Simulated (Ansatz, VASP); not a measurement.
Two plane-wave programs on Zn2C

The input INCAR:

```
PREC = Accurate
ENCUT = 520
EDIFF = 1E-6
ISMEAR = -1
SIGMA = 0.02
LREAL = F
LASPH = T
NELM = 80
ALGO = Normal
ISIF = 2
LWAVE = F
LCHARG = T
GGA = PE
LELF = T
LVHAR = T
NBANDS = 21
```

KPOINTS

```
regular mesh
0
Gamma
  8 8 8
```

Contents of POSCAR:

```
Zn2C
1.0
    0.0000000000      2.6042746663      2.6042746663
    2.6042746663      0.0000000000      2.6042746663
    2.6042746663      2.6042746663      0.0000000000
C Zn
1 2
Direct
    0.0000000000      0.0000000000      0.0000000000
    0.2500000000      0.2500000000      0.2500000000
    0.7500000000      0.7500000000      0.7500000000
```

Input for Ansatz:

```yaml
crystal:
  lattice:
    - [0.0, 2.6042746663, 2.6042746663]
    - [2.6042746663, 0.0, 2.6042746663]
    - [2.6042746663, 2.6042746663, 0.0]
  atoms:
    - { symbol: C, position: [0.0, 0.0, 0.0] }
    - { symbol: Zn, position: [0.25, 0.25, 0.25] }
    - { symbol: Zn, position: [0.75, 0.75, 0.75] }
kpoints:
  mp_grid: { grid: [8, 8, 8] }
hamiltonian:
  xc: pbe
scf:
  occupations: { method: fermi_dirac, width: 0.02 }
  n_extra_bands: 4
output:
  forces: true
  stress: true
  eigenvalues: true
```

Alike in both runs: task single point; functional PBE; k mesh 8 × 8 × 8; occupations fermi-dirac, width 0.02 eV; no spin polarisation.

```csv
,VASP,Ansatz
version,VASP 6.6.1,Ansatz 0.2.0
potentials or method,"VASP PAW PBE potentials, release 64 (C, Zn)","plane waves, PAW"
plane-wave cutoff (eV),520,420
valence electrons in the cell,28,28
```

|  | VASP | Ansatz | Ansatz less VASP |
| --- | --- | --- | --- |
| pressure (GPa) | 0.6 | 0.0 | -0.56 |
